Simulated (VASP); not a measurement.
# H (P2/m) in VASP: single point with PBE

Aim: the single point of H with PBE.

Program: VASP 6.6.1. These are calculated values, not measurements. Logs are shortened: lines on timing, memory, paths and dates and some standing lists are left out, and cuts for length are marked.

## Step 1: The cell of the first run

The structure is monoclinic, space group P2/m (No. 10). Conventional cell: a = 0.948 Å, b = 2.651 Å, c = 2.649 Å, α = 90.00°, β = 94.67°, γ = 90.00°. H (site symmetry 2/m) has 2 H at 0.95 Å within 1.3 Å.

## Step 2: Single point, PBE (strained)

Contents of INCAR:

```
SYSTEM = H
PREC     = Accurate       ! precision mode
ENCUT    = 520            ! plane-wave cutoff, eV
EDIFF    = 1E-7           ! SCF threshold, eV
ISMEAR   = 0              ! smearing method
SIGMA    = 0.05           ! smearing width, eV
LREAL    = .FALSE.        ! projectors in reciprocal space
LASPH    = .TRUE.         ! aspherical terms in the spheres
NELM     = 60             ! most SCF steps
ALGO     = Normal         ! electronic algorithm
ISIF     = 2              ! what is computed and relaxed
LWAVE    = .FALSE.        ! write WAVECAR
LCHARG   = .TRUE.         ! write CHGCAR
GGA      = PE             ! functional
LELF     = .TRUE.         ! ELF
LVHAR    = .TRUE.       
NBANDS   = 6              ! bands
```

Contents of KPOINTS:

```
Automatic mesh
0
G
  14 14 34
  0 0 0
```

Contents of POSCAR:

```
H
1.0
    2.6469361074      0.0000000000      0.1059855496
    0.0000000000      2.6512550185      0.0000000000
    0.0392197168      0.0000000000      0.9467247438
H
1
Direct
    0.0000000000      0.0000000000      0.5000000000
```

Potentials or basis: VASP PAW PBE potentials, release 64 (H).

The run is started by

```sh
> cat potpaw_PBE.64/H/POTCAR > POTCAR
> mpirun -np 1 vasp_std > vasp.out
```

OUTCAR:

```text
SYSTEM = H
   PREC = Accurate
   ENCUT = 520
   EDIFF = 1E-7
   ISMEAR = 0
   LREAL = .FALSE.
   LASPH = .TRUE.
   NELM = 60
   ISIF = 2
   GGA = PE

 ion  position               nearest neighbor table
   1  0.000  0.000  0.500-

  LATTYP: Found a simple monoclinic cell.
 ALAT       =     0.9475367680
 B/A-ratio  =     2.7980497518
 C/A-ratio  =     2.7957301736
 COS(beta)  =    -0.0813325892

  Lattice vectors:

 A1 = (   0.0392197168,   0.0000000000,   0.9467247438)
 A2 = (   0.0000000000,   2.6512550185,   0.0000000000)
 A3 = (  -2.6469361074,   0.0000000000,  -0.1059855496)

Analysis of symmetry for initial positions (statically):
=====================================================================
 Subroutine PRICEL returns:
 Original cell was already a primitive cell.

 Routine SETGRP: Setting up the symmetry group for a
 simple monoclinic supercell.

 Subroutine GETGRP returns: Found  4 space group operations
 (whereof  4 operations were pure point group operations)
 out of a pool of  4 trial point group operations.

The static configuration has the point symmetry C_2h.

Analysis of symmetry for dynamics (positions and initial velocities):
=====================================================================
 Subroutine PRICEL returns:
 Original cell was already a primitive cell.

 Routine SETGRP: Setting up the symmetry group for a
 simple monoclinic supercell.

 Subroutine GETGRP returns: Found  4 space group operations
 (whereof  4 operations were pure point group operations)
 out of a pool of  4 trial point group operations.

The dynamic configuration has the point symmetry C_2h.

 Subroutine INISYM returns: Found  4 space group operations
 (whereof  4 operations are pure point group operations),
 and found     1 'primitive' translations

----------------------------------------------------------------------------------------

                                     Primitive cell

  volume of cell :       6.6328

  direct lattice vectors                    reciprocal lattice vectors
     2.646936107  0.000000000  0.105985550     0.378423006  0.000000000 -0.015676830
     0.000000000  2.651255019  0.000000000     0.000000000  0.377179861  0.000000000
     0.039219717  0.000000000  0.946724744    -0.042364341  0.000000000  1.058028243

  length of vectors
     2.649057133  2.651255019  0.947536768     0.378747586  0.377179861  1.058876055

  position of ions in fractional coordinates (direct lattice)
     1.000000000  0.000000000  0.500000000

  ion indices of the primitive-cell ions
   primitive index   ion index
                 1           1

----------------------------------------------------------------------------------------

 KPOINTS: Automatic mesh

Automatic generation of k-mesh.
 Grid dimensions read from file:
 generate k-points for:   14   14   34

 Generating k-lattice:

  Cartesian coordinates                     Fractional coordinates (reciprocal lattice)
     0.027030215  0.000000000 -0.001119774     0.071428571  0.000000000 -0.000000000
     0.000000000  0.026941419  0.000000000     0.000000000  0.071428571  0.000000000
    -0.001246010  0.000000000  0.031118478    -0.000000000  0.000000000  0.029411765

  Length of vectors
     0.027053399  0.026941419  0.031143413

  Shift w.r.t. Gamma in fractional coordinates (k-lattice)
     0.000000000  0.000000000  0.000000000

 Subroutine IBZKPT returns following result:
 ===========================================

 Found   1920 irreducible k-points:

 Following reciprocal coordinates:
            Coordinates               Weight
  0.000000  0.000000  0.000000      1.000000
  0.071429  0.000000 -0.000000      2.000000
  0.142857  0.000000  0.000000      2.000000
  0.214286  0.000000 -0.000000      2.000000
  0.285714  0.000000 -0.000000      2.000000
  0.357143  0.000000 -0.000000      2.000000
[... 16 lines left out ...]
  0.428571  0.142857 -0.000000      4.000000
  0.500000  0.142857 -0.000000      2.000000
 [... further k-points ...]
   k-points           NKPTS =   1920   k-points in BZ     NKDIM =   1920   number of bands    NBANDS=      6
   number of dos      NEDOS =    301   number of ions     NIONS =      1
   total plane-waves  NPLWV =   3200
   dimension x,y,z NGX =    20 NGY =   20 NGZ =    8
   dimension x,y,z NGXF=    40 NGYF=   40 NGZF=   16
   ions per type =               1
   NGX,Y,Z   is equivalent  to a cutoff of  12.55, 12.54, 14.04 a.u.
   NGXF,Y,Z  is equivalent  to a cutoff of  25.10, 25.08, 28.07 a.u.
 SYSTEM =  H
   PREC   = accura    normal or accurate (medium, high low for compatibility)
   ISTART =      0    job   : 0-new  1-cont  2-samecut
   ICHARG =      2    charge: 1-file 2-atom 10-const
   ISPIN  =      1    spin polarized calculation?
   LNONCOLLINEAR =      F non collinear calculations
   LSORBIT =      F    spin-orbit coupling
   LASPH  =      T    aspherical Exc in radial PAW
   ENCUT  =  520.0 eV  38.22 Ry    6.18 a.u.   4.93  4.93  1.76*2*pi/ulx,y,z
   NELM   =     60;   NELMIN=  2; NELMDL= -5     # of ELM steps
   EDIFF  = 0.1E-06   stopping-criterion for ELM
   LREAL  =      F    real-space projection
   EDIFFG = 0.1E-05   stopping-criterion for IOM
   NSW    =      0    number of steps for IOM
   IBRION =     -1    ionic relax: 0-MD 1-quasi-New 2-CG
   NFREE  =      0    steps in history (QN), initial steepest desc. (CG)
   ISIF   =      2    stress and relaxation
   ISYM   =      2    0-nonsym 1-usesym 2-fastsym
   POTIM  = 0.5000    time-step for ionic-motion
   TEBEG  =    0.0;   TEEND  =   0.0 temperature during run
   PSTRESS=    0.0 pullay stress
   NELECT =       1.0000    total number of electrons
   NUPDOWN=      -1.0000    fix difference up-down
   EMIN   =  10.00;   EMAX   =-10.00  energy-range for DOS
   EFERMI =   0.00;   METHOD = LEGACY
   ISMEAR =     0;   SIGMA  =   0.05  broadening in eV -4-tet -1-fermi 0-gaus
   EFERMI_NEDOS =   21; number of points for ismear=-14 and -15
   IALGO  =     38    algorithm
   IMIX   =      4    mixing-type and parameters
     AMIX     =   0.40;   BMIX     =  1.00
     AMIX_MAG =   1.60;   BMIX_MAG =  1.00
  volume/ion in A,a.u.               =       6.63        44.76
  Fermi-wavevector in a.u.,A,eV,Ry     =   0.871316  1.646548 10.329424  0.759191
  Thomas-Fermi vector in A             =   1.990406
   LORBIT       =      0    0 simple, 1 ext, 2 COOP (PROOUT), +10 PAW based schemes
   GGA     = PE    functional components
   LHFCALC =     F    Hartree Fock is set to
   AEXX    =    0.0000 exact exchange contribution
   IVDW    =     0    specifies the selected vdW correction
   LEPSILON=     F    determine dielectric tensor
   LRPA    =     F    only Hartree local field effects (RPA)
 non-spin polarized calculation
 Gauss-broadening in eV      SIGMA  =   0.05
  energy-cutoff  :      520.00
  volume of cell :        6.63
 maximum number of plane-waves:       188
   NGX =  9   NGY =  9   NGZ =  3

 number of electron       0.9999999 magnetization

 Free energy of the ion-electron system (eV)
  ---------------------------------------------------
  ext. energy  EPLUGINS =         0.00000000
  ---------------------------------------------------
  free energy    TOTEN  =        -2.99965142 eV

  energy without entropy =       -2.99959774  energy(sigma->0) =       -2.99962458

 E-fermi :  -1.1186     XC(G=0):  -6.8411

 val. band max:       -1.1317619290   @ k =   0.5000   0.5000   0.2353
 cond. band min:      -1.0994402002   @ k =  -0.4286   0.5000   0.2353
 fundamental gap:      0.0323217288
 Fermi energy:        -1.1186089492

 k-point     1 :       0.0000    0.0000    0.0000
  band No.  band energies     occupation
      1     -12.7576      2.00000
      2       8.3153      0.00000
      3      14.1402      0.00000
      4      14.2959      0.00000
      5      17.3419      0.00000
      6      35.1408      0.00000

 k-point     2 :       0.0714    0.0000   -0.0000
  band No.  band energies     occupation
      1     -12.6999      2.00000
      2       7.8186      0.00000
      3      13.8269      0.00000
      4      14.2349      0.00000
      5      18.6570      0.00000
      6      32.9328      0.00000

 k-point     3 :       0.1429    0.0000    0.0000
  band No.  band energies     occupation
      1     -12.5332      2.00000
      2       6.5555      0.00000
      3      13.4846      0.00000
      4      14.5154      0.00000
      5      21.3109      0.00000
      6      30.3778      0.00000

 k-point     4 :       0.2143    0.0000   -0.0000
  band No.  band energies     occupation
      1     -12.2771      2.00000
      2       5.0086      0.00000
      3      13.5803      0.00000
      4      14.9703      0.00000
      5      24.5071      0.00000
      6      28.0781      0.00000

 k-point     5 :       0.2857    0.0000   -0.0000
  band No.  band energies     occupation
      1     -11.9688      2.00000
      2       3.5380      0.00000
      3      13.9401      0.00000
      4      15.5714      0.00000
      5      26.0328      0.00000
      6      26.6499      0.00000
[... 136 lines left out ...]
 k-point    21 :       0.2857    0.1429   -0.0000
  band No.  band energies     occupation
      1     -11.7662      2.00000
      2       3.8027      0.00000
      3       9.9101      0.00000
      4      20.2487      0.00000
      5      21.1412      0.00000
      6      28.6705      0.00000

 k-point    22 :       0.3571    0.1429   -0.0000
  band No.  band energies     occupation
      1     -11.4707      2.00000
      2       2.7068      0.00000
      3      10.3424      0.00000
      4      19.0426      0.00000
      5      21.3808      0.00000
      6      31.1023      0.00000

 k-point    23 :       0.4286    0.1429   -0.0000
  band No.  band energies     occupation
      1     -11.2491      2.00000
      2       1.9686      0.00000
      3      10.8077      0.00000
      4      17.8773      0.00000
      5      21.9251      0.00000
      6      29.9361      0.00000

 k-point    24 :       0.5000    0.1429   -0.0000
  band No.  band energies     occupation
      1     -11.1662      2.00000
      2       1.7086      0.00000
      3      11.0176      0.00000
      4      17.4329      0.00000
      5      22.1520      0.00000
      6      29.5040      0.00000

 [... further k-points ...]

------------------------ aborting loop because EDIFF is reached ----------------------------------------

  FORCE on cell =-STRESS in cart. coord.  units (eV):
  Direction    XX          YY          ZZ          XY          YZ          ZX
  --------------------------------------------------------------------------------------
  -------------------------------------------------------------------------------------
  Total        0.0903754      0.0855529      0.5261072      0.0000000      0.0000000      0.0180263
  in kB       21.8304815     20.6655786    127.0829123      0.0000000      0.0000000      4.3543067
  external PRESSURE =      56.5263241 kB  Pullay stress =       0.0000000 kB

 VOLUME and BASIS-vectors are now :
 -----------------------------------------------------------------------------
  energy-cutoff  :      520.00
  volume of cell :        6.63
      direct lattice vectors                 reciprocal lattice vectors
     2.646936107  0.000000000  0.105985550     0.378423006  0.000000000 -0.015676830
     0.000000000  2.651255019  0.000000000     0.000000000  0.377179861  0.000000000
     0.039219717  0.000000000  0.946724744    -0.042364341  0.000000000  1.058028243

 POSITION                                       TOTAL-FORCE (eV/Angst)
 -----------------------------------------------------------------------------------
      0.01961      0.00000      0.47336         0.000000      0.000000      0.000000
 -----------------------------------------------------------------------------------
    total drift:                               -0.000000      0.000000      0.000000

  FREE ENERGIE OF THE ION-ELECTRON SYSTEM (eV)
  ---------------------------------------------------
  free  energy   TOTEN  =        -2.9996514219 eV

  energy  without entropy=       -2.9995977393  energy(sigma->0) =       -2.99962458
```

Run time: 37 s. Hardware: 1 thread of Intel Xeon Platinum 8488C (Sapphire Rapids), shared host; peak memory 0.16 GiB.

What came out:

| Property | Result |
| --- | --- |
| Free energy | -2.9997 eV |
| Pressure | 5.7 GPa |
| Band gap on the k mesh | zero (an odd number of electrons rules out a gap without spin polarisation) |

Levels at points of the mesh, in eV from the Fermi level:
| k point | band 1 | band 2 | band 3 | band 4 |
| --- | --- | --- | --- | --- |
| (0.00, 0.00, 0.00) | -11.64 | 9.43 | 15.26 | 15.41 |
| (0.50, 0.00, 0.00) | -10.23 | 2.42 | 16.12 | 18.26 |
| (0.00, 0.50, 0.00) | -10.26 | 2.39 | 16.19 | 18.37 |
| (0.50, 0.50, 0.00) | -9.13 | 6.19 | 6.22 | 9.77 |
| (0.00, 0.00, 0.50) | 26.25 | 33.86 | 48.62 | 51.89 |
| (0.50, 0.00, 0.50) | 26.88 | 35.52 | 44.97 | 45.06 |
| (0.00, 0.50, 0.50) | 27.06 | 36.05 | 44.39 | 44.70 |
| (0.50, 0.50, 0.50) | 27.57 | 37.44 | 46.94 | 47.32 |

Caveat: the cell differs from its parent crystal (strained); the cell stands under pressure.
